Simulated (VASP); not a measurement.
Input of a VASP 6.6.1 run:

The input INCAR:

```
ALGO = Normal
EDIFF = 1E-6
ENCUT = 520
GGA = PE
ISIF = 2
ISMEAR = 0
ISYM = 0
LASPH = T
LCHARG = F
LREAL = F
LWAVE = F
NBANDS = 12
NELM = 60
PREC = Accurate
SIGMA = 0.1
```

KPOINTS

```
Automatic mesh
0
Gamma
  2 2 2
  0.5 0.5 0
```

The input POSCAR:

```
Ti
1.0
    0.0000000000      2.0300000000      2.0300000000
    2.0300000000      0.0000000000      2.0300000000
    2.0300000000      2.0300000000      0.0000000000
Ti
1
Direct
    0.0000000000      0.0000000000      0.0000000000
```

Potentials or basis: VASP PAW PBE potentials, release 64 (Ti_sv).

Launch:

```sh
$ cat potpaw_PBE.64/Ti_sv/POTCAR > POTCAR
$ mpirun -np 1 vasp_std > vasp.out
```

Predict the band gap on the k mesh.

zero (band 6 reaches 8.30 eV, above the bottom of band 7 at 8.25 eV).

Predict the pressure.

22.1 GPa.

Caveat: the k points lie up to 1.34 Å⁻¹ apart.
